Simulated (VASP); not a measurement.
Write the native input for VASP 6.6.1 that does the following.

* Task: single point
* Functional: PBE
* Potentials or basis: VASP PAW PBE potentials, release 64 (Co)
* Cutoff: 520 eV
* k mesh: 11 × 11 × 6
* Occupations: fermi-dirac, width 0.1 eV
* Spin: collinear spin, ferromagnetic start
* Starting moments: [2.5, 2.5] μB
* Dipole correction: no
* Further INCAR settings: ALGO = Normal; EDIFF = 1e-07; NBANDS = 20

The structure of Co lies in POSCAR:

```
Co
1.0
    2.5074000000      0.0000000000      0.0000000000
   -1.2537000000      2.1714700000      0.0000000000
    0.0000000000      0.0000000000      4.0699000000
Co
2
Direct
    0.3333333333      0.6666666667      0.2500000000
    0.6666666667      0.3333333333      0.7500000000
```

These files were run (other wordings do the same):

INCAR

```
SYSTEM = Co
PREC = Accurate ; ENCUT = 520
EDIFF = 1E-7 ; ISMEAR = -1
SIGMA = 0.1 ; LREAL = .False.
LASPH = .True. ; NELM = 150
ALGO = Normal ; ISIF = 2
LWAVE = .False. ; LCHARG = .False.
ISPIN = 2 ; MAGMOM = 2.5 2.5
LORBIT = 11 ; LMAXMIX = 4
GGA = PE ; NBANDS = 20
```

KPOINTS

```
regular mesh
0
Gamma
  11 11 6
  0 0 0
```

Potentials or basis: VASP PAW PBE potentials, release 64 (Co).

Launch:

```sh
$ cat potpaw_PBE.64/Co/POTCAR > POTCAR
$ mpirun -np 1 vasp_std > vasp.out
```

Results of the run:

The pressure is -5.1 GPa. The net moment is 3.16 μB per cell. The site moments are Co +1.60 μB and the valence electrons inside the program's atomic spheres are Co 8.23.

Caveat: the cell stands under tension.

Run time: 51 s on 1 thread of Intel(R) Xeon(R) Platinum 8259CL CPU @ 2.50GHz (Skylake/Cascade Lake), with other jobs on the host, peak memory 0.17 GiB.
